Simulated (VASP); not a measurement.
# LaAgS2 (P4/mmm) in VASP: a series of runs

LaAgS2 is run at these levels: PBE, LDA, r2SCAN; tasks: single point, relaxation of cell and atoms.

All numbers are computed with VASP 6.6.1; they aren't measurements. Logs are shortened: lines on timing, memory, paths and dates and some standing lists are left out, and cuts for length are marked.

## 1. The cell of the first run

It takes space group P4/mmm (No. 123, tetragonal). The conventional cell has a = 4.130 Å, b = 4.130 Å, c = 5.605 Å, α = 90.00°, β = 90.00°, γ = 90.00°. Within 3.7 Å of Ag (site symmetry 4/mmm) lie 6 S at 2.80 to 2.92 Å. Within 3.7 Å of S (site symmetry 4/mmm) lie 2 Ag at 2.80 Å and 4 La at 2.92 Å. S (site symmetry 4/mmm) has 2 La at 2.80 Å and 4 Ag at 2.92 Å within 3.7 Å. Within 3.7 Å of La (site symmetry 4/mmm) lie 6 S at 2.80 to 2.92 Å.

## 2. Single point, PBE

INCAR reads:

```
PREC = Accurate ; ENCUT = 520
EDIFF = 1E-7 ; ISMEAR = -1
SIGMA = 0.02 ; LREAL = False
LASPH = True ; NELM = 100
ALGO = Normal ; ISIF = 2
LWAVE = False ; LCHARG = False
GGA = PE ; NBANDS = 25
```

KPOINTS reads:

```
Automatic mesh
0
Gamma
  6 6 6
```

POSCAR reads:

```
LaAgS2
1.0
    4.1300216913      0.0000000000      0.0000000000
    0.0000000000      4.1300216913      0.0000000000
    0.0000000000      0.0000000000      5.6048983238
Ag S La
1 2 1
Direct
    0.0000000000      0.0000000000      0.0000000000
    0.0000000000      0.0000000000      0.5000000000
    0.5000000000      0.5000000000      0.0000000000
    0.5000000000      0.5000000000      0.5000000000
```

Potentials or basis: VASP PAW PBE potentials, release 64 (Ag, S, La).

Command:

```bash
cat potpaw_PBE.64/Ag/POTCAR potpaw_PBE.64/S/POTCAR potpaw_PBE.64/La/POTCAR > POTCAR
mpirun -np 1 vasp_std > vasp.out
```

OUTCAR:

```text
PREC = Accurate
   ENCUT = 520
   EDIFF = 1E-7
   ISMEAR = -1
   LREAL = False
   LASPH = True
   NELM = 100
   ISIF = 2
   GGA = PE

 ion  position               nearest neighbor table
   1  0.000  0.000  0.000-   2 2.80   2 2.80   3 2.92   3 2.92   3 2.92   3 2.92
   2  0.000  0.000  0.500-   1 2.80   1 2.80   4 2.92   4 2.92   4 2.92   4 2.92
   3  0.500  0.500  0.000-   4 2.80   4 2.80   1 2.92   1 2.92   1 2.92   1 2.92
   4  0.500  0.500  0.500-   3 2.80   3 2.80   2 2.92   2 2.92   2 2.92   2 2.92

  LATTYP: Found a simple tetragonal cell.
 ALAT       =     4.1300216913
 C/A-ratio  =     1.3571111105

  Lattice vectors:

 A1 = (   4.1300216913,   0.0000000000,   0.0000000000)
 A2 = (   0.0000000000,   4.1300216913,   0.0000000000)
 A3 = (   0.0000000000,   0.0000000000,   5.6048983238)

Analysis of symmetry for initial positions (statically):
=====================================================================
 Subroutine PRICEL returns:
 Original cell was already a primitive cell.

 Routine SETGRP: Setting up the symmetry group for a
 simple tetragonal supercell.

 Subroutine GETGRP returns: Found 16 space group operations
 (whereof 16 operations were pure point group operations)
 out of a pool of 16 trial point group operations.

The static configuration has the point symmetry D_4h.

Analysis of symmetry for dynamics (positions and initial velocities):
=====================================================================
 Subroutine PRICEL returns:
 Original cell was already a primitive cell.

 Routine SETGRP: Setting up the symmetry group for a
 simple tetragonal supercell.

 Subroutine GETGRP returns: Found 16 space group operations
 (whereof 16 operations were pure point group operations)
 out of a pool of 16 trial point group operations.

The dynamic configuration has the point symmetry D_4h.

 Subroutine INISYM returns: Found 16 space group operations
 (whereof 16 operations are pure point group operations),
 and found     1 'primitive' translations

----------------------------------------------------------------------------------------

                                     Primitive cell

  volume of cell :      95.6032

  direct lattice vectors                    reciprocal lattice vectors
     4.130021691  0.000000000  0.000000000     0.242129479  0.000000000  0.000000000
     0.000000000  4.130021691  0.000000000     0.000000000  0.242129479  0.000000000
     0.000000000  0.000000000  5.604898324     0.000000000  0.000000000  0.178415369

  length of vectors
     4.130021691  4.130021691  5.604898324     0.242129479  0.242129479  0.178415369

  position of ions in fractional coordinates (direct lattice)
     0.000000000  0.000000000  0.000000000
     0.000000000  0.000000000  0.500000000
     0.500000000  0.500000000  0.000000000
     0.500000000  0.500000000  0.500000000

  ion indices of the primitive-cell ions
   primitive index   ion index
                 1           1
                 2           2
                 3           3
                 4           4

----------------------------------------------------------------------------------------

 KPOINTS: Automatic mesh

Automatic generation of k-mesh.
 Grid dimensions read from file:
 generate k-points for:    6    6    6

 Generating k-lattice:

  Cartesian coordinates                     Fractional coordinates (reciprocal lattice)
     0.040354913  0.000000000  0.000000000     0.166666667  0.000000000  0.000000000
     0.000000000  0.040354913  0.000000000     0.000000000  0.166666667  0.000000000
     0.000000000  0.000000000  0.029735895     0.000000000  0.000000000  0.166666667

  Length of vectors
     0.040354913  0.040354913  0.029735895

  Shift w.r.t. Gamma in fractional coordinates (k-lattice)
     0.000000000  0.000000000  0.000000000

 Subroutine IBZKPT returns following result:
 ===========================================

 Found     40 irreducible k-points:

 Following reciprocal coordinates:
            Coordinates               Weight
  0.000000  0.000000  0.000000      1.000000
  0.166667  0.000000  0.000000      4.000000
  0.333333  0.000000  0.000000      4.000000
  0.500000  0.000000  0.000000      2.000000
  0.166667  0.166667  0.000000      4.000000
  0.333333  0.166667  0.000000      8.000000
[... 16 lines left out ...]
  0.333333  0.000000  0.333333      8.000000
  0.500000  0.000000  0.333333      4.000000
 [... further k-points ...]
   k-points           NKPTS =     40   k-points in BZ     NKDIM =     40   number of bands    NBANDS=     25
   number of dos      NEDOS =    301   number of ions     NIONS =      4
   total plane-waves  NPLWV =  43008
   dimension x,y,z NGX =    32 NGY =   32 NGZ =   42
   dimension x,y,z NGXF=    64 NGYF=   64 NGZF=   84
   ions per type =               1   2   1
   NGX,Y,Z   is equivalent  to a cutoff of  12.88, 12.88, 12.46 a.u.
   NGXF,Y,Z  is equivalent  to a cutoff of  25.76, 25.76, 24.92 a.u.
 SYSTEM =  unknown system
   PREC   = accura    normal or accurate (medium, high low for compatibility)
   ISTART =      0    job   : 0-new  1-cont  2-samecut
   ICHARG =      2    charge: 1-file 2-atom 10-const
   ISPIN  =      1    spin polarized calculation?
   LNONCOLLINEAR =      F non collinear calculations
   LSORBIT =      F    spin-orbit coupling
   LASPH  =      T    aspherical Exc in radial PAW
   ENCUT  =  520.0 eV  38.22 Ry    6.18 a.u.   7.68  7.68 10.42*2*pi/ulx,y,z
   NELM   =    100;   NELMIN=  2; NELMDL= -5     # of ELM steps
   EDIFF  = 0.1E-06   stopping-criterion for ELM
   LREAL  =      F    real-space projection
   EDIFFG = 0.1E-05   stopping-criterion for IOM
   NSW    =      0    number of steps for IOM
   IBRION =     -1    ionic relax: 0-MD 1-quasi-New 2-CG
   NFREE  =      0    steps in history (QN), initial steepest desc. (CG)
   ISIF   =      2    stress and relaxation
   ISYM   =      2    0-nonsym 1-usesym 2-fastsym
   POTIM  = 0.5000    time-step for ionic-motion
   TEBEG  =    0.0;   TEEND  =   0.0 temperature during run
   PSTRESS=    0.0 pullay stress
   NELECT =      34.0000    total number of electrons
   NUPDOWN=      -1.0000    fix difference up-down
   EMIN   =  10.00;   EMAX   =-10.00  energy-range for DOS
   EFERMI =   0.00;   METHOD = LEGACY
   ISMEAR =    -1;   SIGMA  =   0.02  broadening in eV -4-tet -1-fermi 0-gaus
   EFERMI_NEDOS =   21; number of points for ismear=-14 and -15
   IALGO  =     38    algorithm
   IMIX   =      4    mixing-type and parameters
     AMIX     =   0.40;   BMIX     =  1.00
     AMIX_MAG =   1.60;   BMIX_MAG =  1.00
  volume/ion in A,a.u.               =      23.90       161.29
  Fermi-wavevector in a.u.,A,eV,Ry     =   1.159873  2.191842 18.303982  1.345305
  Thomas-Fermi vector in A             =   2.296461
   LORBIT       =      0    0 simple, 1 ext, 2 COOP (PROOUT), +10 PAW based schemes
   GGA     = PE    functional components
   LHFCALC =     F    Hartree Fock is set to
   AEXX    =    0.0000 exact exchange contribution
   IVDW    =     0    specifies the selected vdW correction
   LEPSILON=     F    determine dielectric tensor
   LRPA    =     F    only Hartree local field effects (RPA)
 non-spin polarized calculation
  energy-cutoff  :      520.00
  volume of cell :       95.60
 maximum number of plane-waves:      2594
 NGX is ok and might be reduce to    32
   NGX = 15   NGY = 15   NGZ = 21

 number of electron      34.0000001 magnetization

 Free energy of the ion-electron system (eV)
  ---------------------------------------------------
  ext. energy  EPLUGINS =         0.00000000
  ---------------------------------------------------
  free energy    TOTEN  =       -20.98471010 eV

  energy without entropy =      -20.98330776  energy(sigma->0) =      -20.98400893

 E-fermi :   6.2170     XC(G=0):  -9.8880

 val. band max:        6.2169144945   @ k =   0.5000   0.0000   0.0000
 cond. band min:       6.2945472908   @ k =   0.5000   0.0000   0.5000
 fundamental gap:      0.0776327963
 Fermi energy:         6.2169803630

 k-point     1 :       0.0000    0.0000    0.0000
  band No.  band energies     occupation
      1     -26.3097      2.00000
      2     -10.1289      2.00000
      3     -10.0229      2.00000
      4     -10.0229      2.00000
      5      -6.6651      2.00000
      6      -5.8028      2.00000
[... 17 lines left out ...]
     24       8.8512      0.00000
     25       9.0648      0.00000

 k-point     2 :       0.1667    0.0000    0.0000
  band No.  band energies     occupation
      1     -26.3032      2.00000
      2     -10.2295      2.00000
      3     -10.1184      2.00000
      4     -10.0041      2.00000
      5      -6.3947      2.00000
      6      -5.7450      2.00000
[... 17 lines left out ...]
     24       8.8682      0.00000
     25       8.9545      0.00000

 k-point     3 :       0.3333    0.0000    0.0000
  band No.  band energies     occupation
      1     -26.2900      2.00000
      2     -10.5786      2.00000
      3     -10.0971      2.00000
      4      -9.9658      2.00000
      5      -5.8957      2.00000
      6      -5.6283      2.00000
[... 17 lines left out ...]
     24       8.9296      0.00000
     25       9.2073      0.00000

 k-point     4 :       0.5000    0.0000    0.0000
  band No.  band energies     occupation
      1     -26.2834      2.00000
      2     -10.7314      2.00000
      3     -10.0864      2.00000
      4      -9.9464      2.00000
      5      -5.6155      2.00000
      6      -5.6084      2.00000
[... 17 lines left out ...]
     24       8.9265      0.00000
     25       9.2633      0.00000
[... 477 lines left out ...]
 k-point    22 :       0.1667    0.0000    0.3333
  band No.  band energies     occupation
      1     -26.3022      2.00000
      2     -10.2924      2.00000
      3     -10.2257      2.00000
      4     -10.0025      2.00000
      5      -6.3090      2.00000
      6      -5.2430      2.00000
[... 17 lines left out ...]
     24       8.7491      0.00000
     25       8.9438      0.00000

 k-point    23 :       0.3333    0.0000    0.3333
  band No.  band energies     occupation
      1     -26.2890      2.00000
      2     -10.5726      2.00000
      3     -10.2641      2.00000
      4      -9.9641      2.00000
      5      -5.8076      2.00000
      6      -5.1292      2.00000
[... 17 lines left out ...]
     24       8.7210      0.00000
     25       9.3052      0.00000

 k-point    24 :       0.5000    0.0000    0.3333
  band No.  band energies     occupation
      1     -26.2824      2.00000
      2     -10.7246      2.00000
      3     -10.2499      2.00000
      4      -9.9446      2.00000
      5      -5.5645      2.00000
      6      -5.0706      2.00000
[... 17 lines left out ...]
     24       8.7340      0.00000
     25       9.6011      0.00000

 [... further k-points ...]

------------------------ aborting loop because EDIFF is reached ----------------------------------------

  FORCE on cell =-STRESS in cart. coord.  units (eV):
  Direction    XX          YY          ZZ          XY          YZ          ZX
  --------------------------------------------------------------------------------------
  -------------------------------------------------------------------------------------
  Total       -0.0182973     -0.0182973      0.0987370      0.0000000      0.0000000      0.0000000
  in kB       -0.3066374     -0.3066374      1.6546959      0.0000000      0.0000000      0.0000000
  external PRESSURE =       0.3471403 kB  Pullay stress =       0.0000000 kB

 VOLUME and BASIS-vectors are now :
 -----------------------------------------------------------------------------
  energy-cutoff  :      520.00
  volume of cell :       95.60
      direct lattice vectors                 reciprocal lattice vectors
     4.130021691  0.000000000  0.000000000     0.242129479  0.000000000  0.000000000
     0.000000000  4.130021691  0.000000000     0.000000000  0.242129479  0.000000000
     0.000000000  0.000000000  5.604898324     0.000000000  0.000000000  0.178415369

 POSITION                                       TOTAL-FORCE (eV/Angst)
 -----------------------------------------------------------------------------------
      0.00000      0.00000      0.00000         0.000000      0.000000      0.000000
      0.00000      0.00000      2.80245         0.000000      0.000000      0.000000
      2.06501      2.06501      0.00000         0.000000      0.000000      0.000000
      2.06501      2.06501      2.80245         0.000000      0.000000      0.000000
 -----------------------------------------------------------------------------------
    total drift:                                0.000000     -0.000000     -0.000000

  FREE ENERGIE OF THE ION-ELECTRON SYSTEM (eV)
  ---------------------------------------------------
  free  energy   TOTEN  =       -20.9847101041 eV

  energy  without entropy=      -20.9833077600  energy(sigma->0) =      -20.98400893
```

Wall time 43 s (1 thread of Intel Xeon 6975P-C (Granite Rapids), shared host); peak memory 0.27 GiB.

Results:

| Quantity | Value |
| --- | --- |
| Free energy | -20.9847 eV |
| Pressure | 0.0 GPa |
| Band gap on the k mesh | zero (band 17 reaches 6.29 eV, above the bottom of band 18 at 6.04 eV) |

Caveat: spin-orbit coupling is left out, which moves the levels of the heavy elements.

## 3. Single point, LDA

INCAR reads:

```
SYSTEM = LaAgS2
PREC = Accurate
ENCUT = 520
EDIFF = 1E-6
ISMEAR = -1
SIGMA = 0.02
LREAL = .FALSE.
LASPH = .TRUE.
NELM = 100
ALGO = Normal
ISIF = 2
LWAVE = .FALSE.
LCHARG = .FALSE.
GGA = CA
NBANDS = 25
```

KPOINTS reads:

```
regular mesh
0
G
  6 6 6
  0 0 0
```

POSCAR is that of step 2.

Potentials or basis: VASP PAW LDA potentials, release 64 (Ag, S, La).

Command:

```bash
cat potpaw_LDA.64/Ag/POTCAR potpaw_LDA.64/S/POTCAR potpaw_LDA.64/La/POTCAR > POTCAR
mpirun -np 1 vasp_std > vasp.out
```

Wall time 38 s (1 thread of Intel Xeon 6975P-C (Granite Rapids), shared host); peak memory 0.25 GiB.

It converged, with:

| Quantity | Value |
| --- | --- |
| Free energy | -23.6653 eV |
| Pressure | -5.3 GPa |
| Band gap on the k mesh | zero (band 17 reaches 6.09 eV, above the bottom of band 18 at 5.72 eV) |

Stress tensor (GPa, compression positive):
```
-5.26  0.00  0.00
 0.00 -5.26  0.00
 0.00  0.00 -5.46
```

Levels at points of the mesh, in eV from the Fermi level:
```tsv
k point	band 14	band 15	band 16	band 17	band 18	band 19	band 20	band 21
(0.00, 0.00, 0.00)	-2.39	-1.51	-1.51	-1.29	-0.24	0.56	2.10	2.29
(0.50, 0.00, 0.00)	-3.12	-2.43	-1.10	0.00	1.88	2.13	2.20	2.25
(0.50, 0.50, 0.00)	-2.93	-2.11	-2.11	-1.25	0.94	1.22	1.22	2.12
(0.00, 0.00, 0.50)	-1.96	-1.96	-1.94	-1.94	-0.28	2.09	2.29	2.29
(0.50, 0.00, 0.50)	-2.76	-2.41	-0.22	0.08	1.73	1.87	1.98	2.10
(0.50, 0.50, 0.50)	-2.91	-2.07	-2.07	-2.03	2.12	2.12	2.25	2.25
```

Caveat: spin-orbit coupling is left out, which moves the levels of the heavy elements.

## 4. Single point, r2SCAN

POSCAR is that of step 3.

INCAR.step1 reads:

```
SYSTEM = LaAgS2
PREC = Accurate
ENCUT = 520
ISMEAR = -1
SIGMA = 0.02
LREAL = .FALSE.
LASPH = .TRUE.
NELM = 80
NBANDS = 25
GGA = PE
ALGO = Normal
EDIFF = 1E-4
LWAVE = .TRUE.
LCHARG = .FALSE.
```

INCAR.step2 reads:

```
SYSTEM = LaAgS2
PREC = Accurate
ENCUT = 520
EDIFF = 1E-7
ISMEAR = -1
SIGMA = 0.02
LREAL = .FALSE.
LASPH = .TRUE.
NELM = 80
ALGO = Normal
ISIF = 2
LWAVE = .FALSE.
LCHARG = .FALSE.
METAGGA = R2SCAN
LMIXTAU = .TRUE.
NBANDS = 25
ISTART = 1
```

KPOINTS reads:

```
regular mesh
0
G
  6 6 4
  0 0 0
```

Potentials or basis: VASP PAW PBE potentials, release 64 (Ag, S, La).

Command:

```bash
cat potpaw_PBE.64/Ag/POTCAR potpaw_PBE.64/S/POTCAR potpaw_PBE.64/La/POTCAR > POTCAR
cp INCAR.step1 INCAR
mpirun -np 1 vasp_std > vasp.out
cp INCAR.step2 INCAR
mpirun -np 1 vasp_std > vasp.out
```

Wall time 1.9 min (1 thread of Intel Xeon 6975P-C (Granite Rapids), shared host); peak memory 0.26 GiB.

Results (log left out):

```
Free energy            : -73.1300 eV
Pressure               : -0.2 GPa
Band gap on the k mesh : zero (band 17 reaches 6.17 eV, above the bottom of band 18 at 6.10 eV)
```

Levels at points of the mesh, in eV from the Fermi level:
| k point | band 13 | band 14 | band 15 | band 16 | band 17 | band 18 | band 19 | band 20 | band 21 | band 22 |
| --- | --- | --- | --- | --- | --- | --- | --- | --- | --- | --- |
| (0.00, 0.00, 0.00) | -2.63 | -2.63 | -1.61 | -1.61 | -1.45 | 0.00 | 1.23 | 2.62 | 2.69 | 2.84 |
| (0.50, 0.00, 0.00) | -3.27 | -3.09 | -2.36 | -1.24 | -0.02 | 2.39 | 2.63 | 2.73 | 2.78 | 3.01 |
| (0.50, 0.50, 0.00) | -2.99 | -2.89 | -2.30 | -2.30 | -1.41 | 1.50 | 1.50 | 1.60 | 2.66 | 2.66 |
| (0.00, 0.00, 0.50) | -2.15 | -2.15 | -2.01 | -2.01 | -1.96 | -0.03 | 2.60 | 2.68 | 2.83 | 2.83 |
| (0.50, 0.00, 0.50) | -2.92 | -2.82 | -2.46 | -0.24 | 0.04 | 2.23 | 2.37 | 2.50 | 2.63 | 2.74 |
| (0.50, 0.50, 0.50) | -2.99 | -2.87 | -2.26 | -2.26 | -1.94 | 2.66 | 2.66 | 2.78 | 2.78 | 2.88 |

Caveat: the PAW data sets were made with another functional, which shifts forces and pressure a little; spin-orbit coupling is left out, which moves the levels of the heavy elements.

[end of part 1 of 2]
